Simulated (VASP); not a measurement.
Input of a VASP 6.6.1 run:

Contents of INCAR:

```
ALGO = Normal ; EDIFF = 1E-7
ENCUT = 520 ; ISIF = 2
ISMEAR = 0 ; LASPH = T
LCHARG = T ; LELF = T
LREAL = F ; LVHAR = T
LWAVE = F ; NBANDS = 33
NELM = 100 ; PREC = Accurate
SIGMA = 0.05
```

File KPOINTS:

```
k-points
0
Gamma
  6 6 2
```

File POSCAR:

```
K3I2Br
1.0
    4.4755000000      0.0000000000      0.0000000000
   -2.2377500000      3.8758966946      0.0000000000
    0.0000000000      0.0000000000     12.4935000000
K I Br
3 2 1
Direct
    0.0000000000      0.0000000000      0.5000000000
    0.3333333333      0.6666666667      0.1515054509
    0.6666666667      0.3333333333      0.8484945491
    0.3333333333      0.6666666667      0.6743520507
    0.6666666667      0.3333333333      0.3256479493
    0.0000000000      0.0000000000      0.0000000000
```

Potentials or basis: VASP PAW LDA potentials, release 64 (K_sv, I, Br).

Command:

```console
$ cat potpaw_LDA.64/K_sv/POTCAR potpaw_LDA.64/I/POTCAR potpaw_LDA.64/Br/POTCAR > POTCAR
$ mpirun -np 1 vasp_std > vasp.out
```

(1) Estimate the band gap on the k mesh.

(2) What does it give for the pressure?

Results:

(1) 3.45 eV.

(2) 0.4 GPa.

Caveat: spin-orbit coupling is left out, which moves the levels of the heavy elements.
